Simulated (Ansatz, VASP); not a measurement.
# AlN: VASP beside Ansatz

```xyz
4
Lattice="3.0709 0.0000 0.0000 -1.5355 2.6595 0.0000 0.0000 0.0000 4.9137" Properties=species:S:1:pos:R:3 pbc="T T T"
Al    1.5355    0.8865    2.4568
Al    0.0000    1.7730    0.0000
N     1.5355    0.8865    4.3240
N     0.0000    1.7730    1.8672
```

Alike in both runs: task single point; functional RPBE; dispersion D3(BJ); k mesh 10 × 10 × 6; occupations fermi-dirac, width 0.05 eV; no spin polarisation.

```csv
,VASP,Ansatz
version,VASP 6.6.1,Ansatz 0.2.0
potentials or method,"VASP PAW PBE potentials, release 64 (Al, N)",Ansatz PAW
plane-wave cutoff (eV),520,420
valence electrons in the cell,16,16
```

|  | VASP | Ansatz | Ansatz less VASP |
| --- | --- | --- | --- |
| gap on the k mesh at the Fermi level (eV) | 4.63 | 4.60 | -0.027 |
| least direct gap on the mesh (eV) | 4.63 | 4.60 | -0.027 |
| pressure (GPa) | -6.6 | -5.9 | +0.71 |
| traceless stress, the component that is largest in VASP (GPa) | 0.68 | 0.63 | -0.055 |
| rms of the force components (eV/Å) | 0.106 | 0.106 | +0.0006 |

VASP's potentials were made for PBE, not for RPBE. Atom by atom the forces differ by 0.001 eV/Å (rms over components).
